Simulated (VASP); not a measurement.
KF:

```xyz
2
Lattice="3.1789 0.0000 0.0000 0.0000 3.1789 0.0000 0.0000 0.0000 3.1789" Properties=species:S:1:pos:R:3 pbc="T T T"
K     0.0000    0.0000    0.0000
F     1.5894    1.5894    1.5894
```

Base run:

| Item | Value |
| --- | --- |
| Program | VASP 6.6.1 |
| Functional | r2SCAN |
| Potentials or basis | VASP PAW PBE potentials, release 64 (K_sv, F) |
| Cutoff | 520 eV |
| k mesh | 8 × 8 × 8 |
| Occupations | gaussian, width 0.01 eV |
| Spin | no spin polarisation |

Its results: band gap on the k mesh 7.73 eV, indirect (least direct gap 7.76 eV); pressure 0.0 GPa.

Task: The run is repeated on the same cell with these changes: functional from r2SCAN to LDA; potentials or basis from VASP PAW PBE potentials, release 64 (K_sv, F) to VASP PAW LDA potentials, release 64 (K_sv, F). What comes out?

Result: Band gap on the k mesh 6.45 eV, indirect (least direct gap 6.48 eV); pressure -3.6 GPa.

Caveats: the PAW data sets were made with another functional, which shifts forces and pressure a little (some runs).

A k mesh can miss the band edges.
